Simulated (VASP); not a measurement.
# BP (I-4m2) in VASP: further runs

Runs on BP. Level: r2SCAN. Tasks: single point.

All numbers are computed with VASP 6.6.1; they aren't measurements. Logs are shortened: lines on timing, memory, paths and dates and some standing lists are left out, and cuts for length are marked.

## 1. The cell of the first run

It takes space group I-4m2 (No. 119, tetragonal). Conventional cell: a = 3.209 Å, b = 3.209 Å, c = 4.402 Å, α = 90.00°, β = 90.00°, γ = 90.00°. Within 2.6 Å of B (site symmetry -4m2) lie 4 P at 1.95 Å. P (site symmetry -4m2) has 4 B at 1.95 Å within 2.6 Å.

## 2. Single point, r2SCAN (strain -0.0300 x Voigt [0, 1, 0, 0, 0, 0])

The input, POSCAR:

```
BP
1.0
    0.0000000000      2.2009300000      2.2690000000
    2.2690000000      0.0000000000      2.2690000000
    2.2690000000      2.2009300000      0.0000000000
B P
1 1
Direct
    0.0000000000      0.0000000000      0.0000000000
    0.7500000000      0.7500000000      0.7500000000
```

The input, INCAR.step1:

```
  PREC = Accurate
  ENCUT = 520
  ISMEAR = 0
  SIGMA = 0.05
  LREAL = False
  LASPH = True
  NELM = 80
  NBANDS = 11
  GGA = PE
  ALGO = Normal
  EDIFF = 1E-4
  LWAVE = True
  LCHARG = False
```

The input, INCAR.step2:

```
  PREC = Accurate
  ENCUT = 520
  EDIFF = 1E-6
  ISMEAR = 0
  SIGMA = 0.05
  LREAL = False
  LASPH = True
  NELM = 80
  ALGO = Normal
  ISIF = 2
  LWAVE = False
  LCHARG = True
  METAGGA = R2SCAN
  LMIXTAU = True
  LELF = True
  LVHAR = True
  NBANDS = 11
  ISTART = 1
```

The input, KPOINTS:

```
regular mesh
0
Gamma
  8 8 8
```

Potentials or basis: VASP PAW PBE potentials, release 64 (B, P).

Command:

```bash
> cat potpaw_PBE.64/B/POTCAR potpaw_PBE.64/P/POTCAR > POTCAR
> cp INCAR.step1 INCAR
> mpirun -np 1 vasp_std > vasp.out
> cp INCAR.step2 INCAR
> mpirun -np 1 vasp_std > vasp.out
```

OUTCAR:

```text
PREC = Accurate
   ENCUT = 520
   EDIFF = 1E-6
   ISMEAR = 0
   LREAL = False
   LASPH = True
   NELM = 80
   ISIF = 2
   METAGGA = R2SCAN
   ISTART = 1

 ion  position               nearest neighbor table
   1  0.000  0.000  0.000-   2 1.95   2 1.95   2 1.95   2 1.95
   2  0.750  0.750  0.750-   1 1.95   1 1.95   1 1.95   1 1.95

  LATTYP: Found a body centered tetragonal cell.
 ALAT       =     3.2088505730
 C/A-ratio  =     1.3717871555

  Lattice vectors:

 A1 = (   0.0000000000,  -2.2009300000,   2.2690000000)
 A2 = (   0.0000000000,  -2.2009300000,  -2.2690000000)
 A3 = (   2.2690000000,   2.2009300000,   0.0000000000)

Analysis of symmetry for initial positions (statically):
=====================================================================
 Subroutine PRICEL returns:
 Original cell was already a primitive cell.

 Routine SETGRP: Setting up the symmetry group for a
 body centered tetragonal supercell.

 Subroutine GETGRP returns: Found  8 space group operations
 (whereof  8 operations were pure point group operations)
 out of a pool of 16 trial point group operations.

The static configuration has the point symmetry D_2d.

Analysis of symmetry for dynamics (positions and initial velocities):
=====================================================================
 Subroutine PRICEL returns:
 Original cell was already a primitive cell.

 Routine SETGRP: Setting up the symmetry group for a
 body centered tetragonal supercell.

 Subroutine GETGRP returns: Found  8 space group operations
 (whereof  8 operations were pure point group operations)
 out of a pool of 16 trial point group operations.

The dynamic configuration has the point symmetry D_2d.

 Subroutine INISYM returns: Found  8 space group operations
 (whereof  8 operations are pure point group operations),
 and found     1 'primitive' translations

----------------------------------------------------------------------------------------

                                     Primitive cell

  volume of cell :      22.6624

  direct lattice vectors                    reciprocal lattice vectors
     0.000000000  2.200930000  2.269000000    -0.220361393  0.227176693  0.220361393
     2.269000000  0.000000000  2.269000000     0.220361393 -0.227176693  0.220361393
     2.269000000  2.200930000  0.000000000     0.220361393  0.227176693 -0.220361393

  length of vectors
     3.161084286  3.208850573  3.161084286     0.385652093  0.385652093  0.385652093

  position of ions in fractional coordinates (direct lattice)
     0.000000000  0.000000000  0.000000000
     0.750000000  0.750000000  0.750000000

  ion indices of the primitive-cell ions
   primitive index   ion index
                 1           1
                 2           2

----------------------------------------------------------------------------------------

 KPOINTS: regular mesh

Automatic generation of k-mesh.
 Grid dimensions read from file:
 generate k-points for:    8    8    8

 Generating k-lattice:

  Cartesian coordinates                     Fractional coordinates (reciprocal lattice)
    -0.027545174  0.028397087  0.027545174     0.125000000  0.000000000  0.000000000
     0.027545174 -0.028397087  0.027545174    -0.000000000  0.125000000 -0.000000000
     0.027545174  0.028397087 -0.027545174     0.000000000  0.000000000  0.125000000

  Length of vectors
     0.048206512  0.048206512  0.048206512

  Shift w.r.t. Gamma in fractional coordinates (k-lattice)
     0.000000000  0.000000000  0.000000000

 Subroutine IBZKPT returns following result:
 ===========================================

 Found     59 irreducible k-points:

 Following reciprocal coordinates:
            Coordinates               Weight
  0.000000  0.000000  0.000000      1.000000
  0.125000  0.000000  0.000000      8.000000
  0.250000  0.000000  0.000000      8.000000
  0.375000  0.000000  0.000000      8.000000
  0.500000  0.000000  0.000000      4.000000
  0.125000  0.125000  0.000000      4.000000
[... 16 lines left out ...]
  0.250000  0.000000  0.125000      8.000000
  0.375000  0.000000  0.125000      8.000000
 [... further k-points ...]
   k-points           NKPTS =     59   k-points in BZ     NKDIM =     59   number of bands    NBANDS=     11
   number of dos      NEDOS =    301   number of ions     NIONS =      2
   total plane-waves  NPLWV =  13824
   dimension x,y,z NGX =    24 NGY =   24 NGZ =   24
   dimension x,y,z NGXF=    48 NGYF=   48 NGZF=   48
   ions per type =               1   1
   NGX,Y,Z   is equivalent  to a cutoff of  12.62, 12.43, 12.62 a.u.
   NGXF,Y,Z  is equivalent  to a cutoff of  25.24, 24.87, 25.24 a.u.
 SYSTEM =  unknown system
   PREC   = accura    normal or accurate (medium, high low for compatibility)
   ISTART =      1    job   : 0-new  1-cont  2-samecut
   ICHARG =      0    charge: 1-file 2-atom 10-const
   ISPIN  =      1    spin polarized calculation?
   LNONCOLLINEAR =      F non collinear calculations
   LSORBIT =      F    spin-orbit coupling
   LASPH  =      T    aspherical Exc in radial PAW
   ENCUT  =  520.0 eV  38.22 Ry    6.18 a.u.   5.88  5.97  5.88*2*pi/ulx,y,z
   NELM   =     80;   NELMIN=  2; NELMDL=  0     # of ELM steps
   EDIFF  = 0.1E-05   stopping-criterion for ELM
   LREAL  =      F    real-space projection
   EDIFFG = 0.1E-04   stopping-criterion for IOM
   NSW    =      0    number of steps for IOM
   IBRION =     -1    ionic relax: 0-MD 1-quasi-New 2-CG
   NFREE  =      0    steps in history (QN), initial steepest desc. (CG)
   ISIF   =      2    stress and relaxation
   ISYM   =      2    0-nonsym 1-usesym 2-fastsym
   POTIM  = 0.5000    time-step for ionic-motion
   TEBEG  =    0.0;   TEEND  =   0.0 temperature during run
   PSTRESS=    0.0 pullay stress
   NELECT =       8.0000    total number of electrons
   NUPDOWN=      -1.0000    fix difference up-down
   EMIN   =  10.00;   EMAX   =-10.00  energy-range for DOS
   EFERMI =   0.00;   METHOD = LEGACY
   ISMEAR =     0;   SIGMA  =   0.05  broadening in eV -4-tet -1-fermi 0-gaus
   EFERMI_NEDOS =   21; number of points for ismear=-14 and -15
   IALGO  =     38    algorithm
   IMIX   =      4    mixing-type and parameters
     AMIX     =   0.40;   BMIX     =  1.00
     AMIX_MAG =   1.60;   BMIX_MAG =  1.00
  volume/ion in A,a.u.               =      11.33        76.47
  Fermi-wavevector in a.u.,A,eV,Ry     =   1.157008  2.186428 18.213682  1.338668
  Thomas-Fermi vector in A             =   2.293623
   LORBIT       =      0    0 simple, 1 ext, 2 COOP (PROOUT), +10 PAW based schemes
   METAGGA = R2SCAN    functional components
   LHFCALC =     F    Hartree Fock is set to
   AEXX    =    0.0000 exact exchange contribution
   IVDW    =     0    specifies the selected vdW correction
   LEPSILON=     F    determine dielectric tensor
   LRPA    =     F    only Hartree local field effects (RPA)
 non-spin polarized calculation
 Gauss-broadening in eV      SIGMA  =   0.05
  energy-cutoff  :      520.00
  volume of cell :       22.66
 maximum number of plane-waves:       624
   NGX = 11   NGY = 11   NGZ = 11

 number of electron       8.0000001 magnetization

 Free energy of the ion-electron system (eV)
  ---------------------------------------------------
  ext. energy  EPLUGINS =         0.00000000
  ---------------------------------------------------
  free energy    TOTEN  =       -17.28769211 eV

  energy without entropy =      -17.28769211  energy(sigma->0) =      -17.28769211

 E-fermi :   8.1967     XC(G=0): -11.6399

 val. band max:        7.9662551529   @ k =   0.0000   0.0000   0.0000
 cond. band min:       8.9197470743   @ k =   0.3750   0.0000   0.3750
 fundamental gap:      0.9534919214
 Fermi energy:         8.1966909320

 k-point     1 :       0.0000    0.0000    0.0000
  band No.  band energies     occupation
      1      -8.7860      2.00000
      2       7.6549      2.00000
      3       7.6549      2.00000
      4       7.9663      2.00000
      5      11.3255      0.00000
      6      11.5146      0.00000
      7      11.5146      0.00000
      8      16.2476      0.00000
      9      20.0650      0.00000
     10      20.3983      0.00000
     11      20.8900      0.00000

 k-point     2 :       0.1250    0.0000    0.0000
  band No.  band energies     occupation
      1      -8.4831      2.00000
      2       5.7681      2.00000
      3       7.1725      2.00000
      4       7.4223      2.00000
      5      11.9131      0.00000
      6      12.1423      0.00000
      7      12.2316      0.00000
      8      17.0199      0.00000
      9      19.2519      0.00000
     10      19.8513      0.00000
     11      21.2968      0.00000

 k-point     3 :       0.2500    0.0000    0.0000
  band No.  band energies     occupation
      1      -7.5933      2.00000
      2       2.5640      2.00000
      3       6.3874      2.00000
      4       6.7091      2.00000
      5      12.1764      0.00000
      6      12.8641      0.00000
      7      13.0472      0.00000
      8      18.4400      0.00000
      9      19.2543      0.00000
     10      19.4199      0.00000
     11      22.0131      0.00000

 k-point     4 :       0.3750    0.0000    0.0000
  band No.  band energies     occupation
      1      -6.2252      2.00000
      2      -0.3719      2.00000
      3       5.8372      2.00000
      4       6.2258      2.00000
      5      12.0304      0.00000
      6      12.7934      0.00000
      7      13.1994      0.00000
      8      18.8899      0.00000
      9      21.0490      0.00000
     10      21.3305      0.00000
     11      22.9381      0.00000

 k-point     5 :       0.5000    0.0000    0.0000
  band No.  band energies     occupation
      1      -5.1704      2.00000
      2      -1.9688      2.00000
      3       5.6474      2.00000
      4       6.0623      2.00000
      5      11.9469      0.00000
      6      12.6436      0.00000
      7      13.1182      0.00000
      8      18.8080      0.00000
      9      23.1076      0.00000
     10      23.6682      0.00000
     11      24.0869      0.00000
[... 211 lines left out ...]
 k-point    21 :       0.5000    0.5000    0.0000
  band No.  band energies     occupation
      1      -3.5624      2.00000
      2      -1.6306      2.00000
      3       3.3846      2.00000
      4       3.4484      2.00000
      5       9.3625      0.00000
      6       9.7984      0.00000
      7      20.7379      0.00000
      8      21.4527      0.00000
      9      24.2492      0.00000
     10      25.7825      0.00000
     11      26.5306      0.00000

 k-point    22 :       0.1250    0.0000    0.1250
  band No.  band energies     occupation
      1      -8.3656      2.00000
      2       6.3575      2.00000
      3       6.3575      2.00000
      4       6.7359      2.00000
      5      10.6339      0.00000
      6      13.2452      0.00000
      7      13.2452      0.00000
      8      16.2547      0.00000
      9      19.4446      0.00000
     10      20.5275      0.00000
     11      21.7594      0.00000

 k-point    23 :       0.2500    0.0000    0.1250
  band No.  band energies     occupation
      1      -7.6538      2.00000
      2       3.6608      2.00000
      3       5.5274      2.00000
      4       6.2872      2.00000
      5      10.9181      0.00000
      6      14.0598      0.00000
      7      14.3315      0.00000
      8      15.4945      0.00000
      9      20.3938      0.00000
     10      20.7876      0.00000
     11      22.9892      0.00000

 k-point    24 :       0.3750    0.0000    0.1250
  band No.  band energies     occupation
      1      -6.4135      2.00000
      2       0.6531      2.00000
      3       5.0734      2.00000
      4       5.5042      2.00000
      5      11.4226      0.00000
      6      14.2242      0.00000
      7      14.3072      0.00000
      8      16.1051      0.00000
      9      21.3377      0.00000
     10      22.4328      0.00000
     11      23.6701      0.00000

 [... further k-points ...]

------------------------ aborting loop because EDIFF is reached ----------------------------------------

  FORCE on cell =-STRESS in cart. coord.  units (eV):
  Direction    XX          YY          ZZ          XY          YZ          ZX
  --------------------------------------------------------------------------------------
  -------------------------------------------------------------------------------------
  Total        0.2629086      1.4862297      0.2629086      0.0000000      0.0000000      0.0000000
  in kB       18.5870364    105.0730419     18.5870364      0.0000000      0.0000000      0.0000000
  external PRESSURE =      47.4157049 kB  Pullay stress =       0.0000000 kB

 VOLUME and BASIS-vectors are now :
 -----------------------------------------------------------------------------
  energy-cutoff  :      520.00
  volume of cell :       22.66
      direct lattice vectors                 reciprocal lattice vectors
     0.000000000  2.200930000  2.269000000    -0.220361393  0.227176693  0.220361393
     2.269000000  0.000000000  2.269000000     0.220361393 -0.227176693  0.220361393
     2.269000000  2.200930000  0.000000000     0.220361393  0.227176693 -0.220361393

 POSITION                                       TOTAL-FORCE (eV/Angst)
 -----------------------------------------------------------------------------------
      0.00000      0.00000      0.00000        -0.000000      0.000000     -0.000000
      3.40350      3.30140      3.40350         0.000000      0.000000      0.000000
 -----------------------------------------------------------------------------------
    total drift:                               -0.000000      0.000000     -0.000000

  FREE ENERGIE OF THE ION-ELECTRON SYSTEM (eV)
  ---------------------------------------------------
  free  energy   TOTEN  =       -17.2876921108 eV

  energy  without entropy=      -17.2876921108  energy(sigma->0) =      -17.28769211
```

Run time: 53 s. Hardware: 1 thread of Intel Xeon 8259CL, shared host; peak memory 0.14 GiB.

Results:

| Item | Value |
| --- | --- |
| Free energy | -17.2877 eV |
| Pressure | 4.7 GPa |
| Band gap on the k mesh | 0.95 eV, indirect (least direct gap 3.36 eV) |

Stress tensor (GPa, compression positive):
```
 1.86  0.00  0.00
 0.00 10.51  0.00
 0.00  0.00  1.86
```

Caveat: the cell differs from its parent crystal (strain -0.0300 x Voigt [0, 1, 0, 0, 0, 0]); the PAW data sets were made with another functional, which shifts forces and pressure a little.

## 3. Single point, r2SCAN (strain -0.0150 x Voigt [0, 1, 0, 0, 0, 0])

The input, POSCAR:

```
BP
1.0
    0.0000000000      2.2349650000      2.2690000000
    2.2690000000      0.0000000000      2.2690000000
    2.2690000000      2.2349650000      0.0000000000
B P
1 1
Direct
    0.0000000000      0.0000000000      0.0000000000
    0.7500000000      0.7500000000      0.7500000000
```

The input, INCAR.step1:

```
  ALGO = Normal
  EDIFF = 1E-4
  ENCUT = 520
  GGA = PE
  ISMEAR = 0
  LASPH = T
  LCHARG = F
  LREAL = F
  LWAVE = T
  NBANDS = 11
  NELM = 100
  PREC = Accurate
  SIGMA = 0.05
```

The input, INCAR.step2:

```
  ALGO = Normal
  EDIFF = 1E-6
  ENCUT = 520
  ISIF = 2
  ISMEAR = 0
  ISTART = 1
  LASPH = T
  LCHARG = F
  LMIXTAU = T
  LREAL = F
  LWAVE = F
  METAGGA = R2SCAN
  NBANDS = 11
  NELM = 100
  PREC = Accurate
  SIGMA = 0.05
```

The input, KPOINTS:

```
k-points
0
Gamma
  8 8 8
```

Potentials or basis: VASP PAW PBE potentials, release 64 (B, P).

Command:

```bash
> cat potpaw_PBE.64/B/POTCAR potpaw_PBE.64/P/POTCAR > POTCAR
> cp INCAR.step1 INCAR
> mpirun -np 1 vasp_std > vasp.out
> cp INCAR.step2 INCAR
> mpirun -np 1 vasp_std > vasp.out
```

It took 66 s on 1 thread of Intel Xeon 8259CL, shared host; peak memory 0.14 GiB.

The run converged. Its results:

```
Free energy            : -17.3047 eV
Pressure               : 1.9 GPa
Band gap on the k mesh : 1.22 eV, indirect (least direct gap 3.50 eV)
```

Stress tensor (GPa, compression positive):
```
0.51 0.00 0.00
0.00 4.84 0.00
0.00 0.00 0.51
```

Levels at points of the mesh, in eV from the valence-band top:
| k point | band 1 | band 2 | band 3 | band 4 | band 5 | band 6 | band 7 | band 8 | band 9 |
| --- | --- | --- | --- | --- | --- | --- | --- | --- | --- |
| (0.00, 0.00, 0.00) | -16.50 | -0.16 | -0.16 | 0.00 | 3.50 | 3.59 | 3.59 | 8.15 | 12.37 |
| (0.50, 0.00, 0.00) | -12.95 | -9.72 | -2.09 | -1.89 | 4.09 | 4.86 | 5.05 | 10.88 | 15.33 |
| (0.50, 0.50, 0.00) | -11.31 | -9.36 | -4.47 | -4.43 | 1.47 | 1.87 | 12.93 | 13.28 | 16.38 |
| (0.50, 0.00, 0.50) | -11.16 | -9.22 | -4.62 | -4.62 | 1.29 | 1.64 | 13.10 | 13.10 | 16.60 |

Caveat: the cell differs from its parent crystal (strain -0.0150 x Voigt [0, 1, 0, 0, 0, 0]); the PAW data sets were made with another functional, which shifts forces and pressure a little. A k mesh can miss the band edges.

[end of part 1 of 2]
